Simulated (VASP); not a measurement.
Runs of VASP 6.6.1 on SiO2. The structure is that of space group Fm-3m (No. 225), or close to it. The cells are those of the table. 

```tsv
level	cell	smearing	gap on the mesh (eV)	pressure (GPa)
PBE	a = 3.109 Å, angles 60.0°, 3 atoms	fermi-dirac 0.02 eV	2.12	43.1
r2SCAN	a = 3.202, b = 3.161, c = 3.161 Å, angles 60.9, 59.6, 59.6°, 3 atoms	gaussian 0.01 eV	2.12	9.3
r2SCAN	a = 3.109 Å, angles 60.0°, 3 atoms	gaussian 0.01 eV	(b)	33.2
PBE	a = 3.202, b = 3.161, c = 3.161 Å, angles 60.9, 59.6, 59.6°, 3 atoms	fermi-dirac 0.02 eV	1.51	(a)
```

Alike in all rows: task single point; potentials or basis VASP PAW PBE potentials, release 64 (Si, O); no spin polarisation; k mesh 10 × 10 × 10; cutoff (eV) 520.

Q: Fill in the values left out.

A: (a) 19.1; (b) 2.78.

Caveats: the PAW data sets were made with another functional, which shifts forces and pressure a little (some runs).

A k mesh can miss the band edges.
